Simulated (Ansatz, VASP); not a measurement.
## ZnSe in VASP and in Ansatz

```
Se Zn
1.0
     0.00000    2.83380    2.83380
     2.83380    0.00000    2.83380
     2.83380    2.83380    0.00000
Se Zn
1 1
Direct
  0.75000 0.75000 0.75000
  0.00000 0.00000 0.00000
```

Alike in both runs: task single point; functional PBE; k mesh 6 × 6 × 6; occupations fermi-dirac, width 0.03 eV; no spin polarisation.

|  | VASP | Ansatz |
| --- | --- | --- |
| version | VASP 6.6.1 | Ansatz 0.2.0 |
| potentials or method | VASP PAW PBE potentials, release 64 (Se, Zn), cutoff 520 eV | all-electron LAPW, scalar-relativistic |

|  | VASP | Ansatz | Ansatz less VASP |
| --- | --- | --- | --- |
| gap on the k mesh at the Fermi level (eV) | 1.29 | 1.29 | 0.000 |
| least direct gap on the mesh (eV) | 1.29 | 1.29 | 0.000 |
| pressure (GPa) | 2.4 | 2.1 | -0.22 |

Ansatz ran all-electron here, and VASP with PAW potentials.
